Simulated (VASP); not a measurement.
The system is CaZr2N2.

```
CELL_PARAMETERS angstrom
4.02853 0.00000 0.00000
0.00000 4.02853 0.00000
0.00000 0.00000 5.01189
ATOMIC_POSITIONS crystal
Ca 0.00000 0.00000 0.38916
Zr 0.50000 0.00000 0.00619
Zr 0.00000 0.50000 0.00619
N 0.50000 0.50000 0.58485
N 0.50000 0.50000 0.33350
```

- Program: VASP 6.6.1
- Task: relaxation of cell and atoms
- Functional: PBE
- Potentials or basis: VASP PAW PBE potentials, release 64 (Ca_sv, Zr_sv, N)
- Cutoff: 600 eV
- k mesh: 4 × 4 × 4
- Occupations: gaussian, width 0.1 eV
- Spin: no spin polarisation

At the start: pressure 3.9 GPa; volume 16.27 Å³/atom.

**Question.** Where does the relaxation end?

**Answer.** Over 24 steps the energy falls by 1012.7 meV/atom and the volume is 17.08 Å³/atom (+5.0 %); space group P4/mmm (No. 123, to 0.05 Å).

The path:
```tsv
step	energy change (eV)	largest force (eV/Å)	pressure (GPa)	volume (Å³)
1	0.0000	5.8712	3.89	81.34
2	-2.4835	1.9177	-11.65	85.81
3	-2.8650	2.9853	-11.56	86.93
4	-3.5519	3.2436	-10.90	89.10
5	-3.1465	3.9896	-2.09	93.16
6	-3.7444	2.8827	-9.07	90.35
7	-4.0421	2.8966	20.57	76.48
8	-4.5407	2.2983	4.35	81.98
9	-5.0340	0.4332	1.72	84.88
10	-5.0428	0.4264	1.62	85.35
11	-5.0409	0.2338	-2.61	87.72
12	-5.0546	0.1836	-0.49	86.48
13	-5.0590	0.1220	-0.28	86.04
14	-5.0610	0.0705	0.05	85.42
15	-5.0610	0.0591	0.06	85.49
16	-5.0610	0.0521	0.02	85.54
17	-5.0610	0.0547	-0.02	85.52
18	-5.0615	0.0457	0.05	85.46
19	-5.0627	0.0474	0.21	85.29
20	-5.0627	0.0503	0.59	84.94
21	-5.0631	0.0490	0.39	85.12
22	-5.0633	0.0464	0.32	85.19
23	-5.0636	0.0401	-0.04	85.40
24	-5.0637	0.0332	-0.04	85.40
```

Final structure:
```
Ca Zr N
1.0
     3.78360    0.00000    0.00000
     0.00000    3.78360    0.00000
     0.00000    0.00000    5.96568
Ca Zr N
1 2 2
Direct
  0.00000 0.00000 0.46503
  0.50000 0.00000 0.96381
  0.00000 0.50000 0.96381
  0.50000 0.50000 0.72960
  0.50000 0.50000 0.19763
```

Caveat: the k points lie up to 0.42 Å⁻¹ apart in the final cell; the standard files for N, O and F lose accuracy on very short bonds.
